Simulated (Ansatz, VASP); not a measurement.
## Ge in VASP and in Ansatz

POSCAR

```
Ge
1.0
    4.1298444020      0.0000000000      0.0000000000
   -2.0649222010      3.5765501658      0.0000000000
    0.0000000000      0.0000000000     11.2089697979
Ge
4
Direct
    0.6666666667      0.3333333333      0.4148480000
    0.3333333333      0.6666666667      0.9148480000
    0.0000000000      0.0000000000      0.4774520000
    0.0000000000      0.0000000000      0.9774520000
```

The input INCAR.step1:

```
PREC = Accurate
ENCUT = 520
ISMEAR = -1
SIGMA = 0.05
LREAL = False
LASPH = True
NELM = 100
NBANDS = 36
GGA = PE
ALGO = Normal
EDIFF = 1E-4
LWAVE = True
LCHARG = False
```

The input INCAR.step2:

```
PREC = Accurate
ENCUT = 520
EDIFF = 1E-7
ISMEAR = -1
SIGMA = 0.05
LREAL = False
LASPH = True
NELM = 100
ALGO = Normal
ISIF = 2
LWAVE = False
LCHARG = True
METAGGA = R2SCAN
LMIXTAU = True
LELF = True
LVHAR = True
NBANDS = 36
ISTART = 1
```

Contents of KPOINTS:

```
regular mesh
0
Gamma
  8 8 3
```

input.yaml

```yaml
crystal:
  lattice:
    - [4.129844402, 0.0, 0.0]
    - [-2.064922201, 3.5765501658, 0.0]
    - [0.0, 0.0, 11.2089697979]
  atoms:
    - { symbol: Ge, position: [0.6666666667, 0.3333333333, 0.414848] }
    - { symbol: Ge, position: [0.3333333333, 0.6666666667, 0.914848] }
    - { symbol: Ge, position: [0.0, 0.0, 0.477452] }
    - { symbol: Ge, position: [0.0, 0.0, 0.977452] }
hamiltonian:
  xc: r2scan
  pseudopotentials: { kind: paw }
kpoints:
  mp_grid: { grid: [8, 8, 3] }
scf:
  occupations: { method: fermi_dirac, width: 0.05 }
output:
  forces: true
  stress: true
  eigenvalues: true
  write_density: true
  write_potential: true
  elf: true
  volumetric_format: npy
```

Alike in both runs: task single point; functional r2SCAN; k mesh 8 × 8 × 3; occupations fermi-dirac, width 0.05 eV; no spin polarisation.

```csv
,VASP,Ansatz
version,VASP 6.6.1,Ansatz 0.2.0
potentials or method,"VASP PAW PBE potentials, release 64 (Ge_d)",Ansatz PAW
plane-wave cutoff (eV),520,500
valence electrons in the cell,56,56
```

|  | VASP | Ansatz | Ansatz less VASP |
| --- | --- | --- | --- |
| gap on the k mesh at the Fermi level (eV) | 0.67 | 0.69 | +0.020 |
| least direct gap on the mesh (eV) | 0.70 | 0.70 | 0.000 |
| pressure (GPa) | -3.2 | -3.1 | +0.01 |
| traceless stress, the component that is largest in VASP (GPa) | 2.17 | 2.18 | +0.011 |
| rms of the force components (eV/Å) | 0.207 | 0.217 | +0.0101 |

VASP's potentials were made for PBE, not for r2SCAN. Atom by atom the forces differ by 0.010 eV/Å (rms over components).

Noted on Ansatz's run: odd divisions of the mesh miss points on the zone boundary, where band edges often lie, so the gap on the mesh can be too wide.
